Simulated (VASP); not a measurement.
A run of VASP 6.6.1 is set up as follows.

File INCAR:

```
SYSTEM = Cd
PREC = Accurate ; ENCUT = 500
EDIFF = 1E-6 ; ISMEAR = 1
SIGMA = 0.1 ; LREAL = .False.
LASPH = .True. ; NELM = 120
ALGO = Normal ; ISIF = 2
LWAVE = .False. ; LCHARG = .False.
GGA = PS ; NBANDS = 12
GGA_COMPAT = .False.
```

Contents of KPOINTS:

```
regular mesh
0
Gamma
  16 16 16
  0 0 0
```

Contents of POSCAR:

```
Cd
1.0
    0.0000000000      2.0114096457      2.0114096457
    2.0114096457      0.0000000000      2.0114096457
    2.0114096457      2.0114096457      0.0000000000
Cd
1
Direct
    0.0000000000      0.0000000000      0.0000000000
```

Potentials or basis: VASP PAW PBE potentials, release 64 (Cd).

Launch:

```sh
$ cat potpaw_PBE.64/Cd/POTCAR > POTCAR
$ mpirun -np 1 vasp_std > vasp.out
```

(1) Predict the pressure.

(2) Estimate the band gap on the k mesh.

## Answers

(1) 31.2 GPa.

(2) zero (bands 6 and 7 overlap by 3.01 eV).

Caveat: the cell stands under pressure; the PAW data sets were made with another functional, which shifts forces and pressure a little.
